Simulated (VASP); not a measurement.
Set up this calculation in VASP 6.6.1, as the native input.

```
Task                   : single point
Functional             : PBE
Potentials or basis    : VASP PAW PBE potentials, release 64 (Ag, Cl, F)
Cutoff                 : 520 eV
k mesh                 : 6 × 6 × 1
Occupations            : gaussian, width 0.1 eV
Spin                   : collinear spin
Starting moments       : [1.0, 0.0, 0.0] μB
Dipole correction      : yes
Further INCAR settings : ALGO = Normal; EDIFF = 1e-06; NBANDS = 24
```

The structure of AgClF lies in POSCAR:

```
AgClF
1.0
    3.4104595200      0.0000000000      0.0000000000
   -1.7052297600      2.9535440900      0.0000000000
    0.0000000000      0.0000000000     19.0000000000
Ag Cl F
1 1 1
Direct
    0.0000000000      0.0000000000      0.4857894700
    0.0000000000      0.0000000000      0.6241857300
    0.0000000000      0.0000000000      0.3758142700
```

One way to write it, as run:

INCAR

```
PREC = Accurate
ENCUT = 520
EDIFF = 1E-6
ISMEAR = 0
SIGMA = 0.1
LREAL = False
LASPH = True
NELM = 150
ALGO = Normal
ISIF = 2
LWAVE = False
LCHARG = False
ISPIN = 2
MAGMOM = 1 0 0
LORBIT = 11
LMAXMIX = 4
LDIPOL = True
IDIPOL = 3
DIPOL = 0.5 0.5 0.495
GGA = PE
NBANDS = 24
```

KPOINTS

```
Automatic mesh
0
Gamma
  6 6 1
```

Potentials or basis: VASP PAW PBE potentials, release 64 (Ag, Cl, F).

Command:

```bash
$ cat potpaw_PBE.64/Ag/POTCAR potpaw_PBE.64/Cl/POTCAR potpaw_PBE.64/F/POTCAR > POTCAR
$ mpirun -np 1 vasp_std > vasp.out
```

Results of the run:

```json
{
 "Largest force": "1.390 eV/Å",
 "Band gap on the k mesh": "zero (filled and empty bands overlap)",
 "Net moment": "0.98 μB per cell",
 "Site moments": "Ag +0.12; Cl +0.42; F +0.30 μB",
 "Valence electrons inside the program's atomic spheres": "Ag 9.60; Cl 4.95; F 5.91"
}
```

Run time: 120 s on 1 thread of Intel(R) Xeon(R) 6975P-C (Granite Rapids) (shared host), peak memory 0.43 GiB.
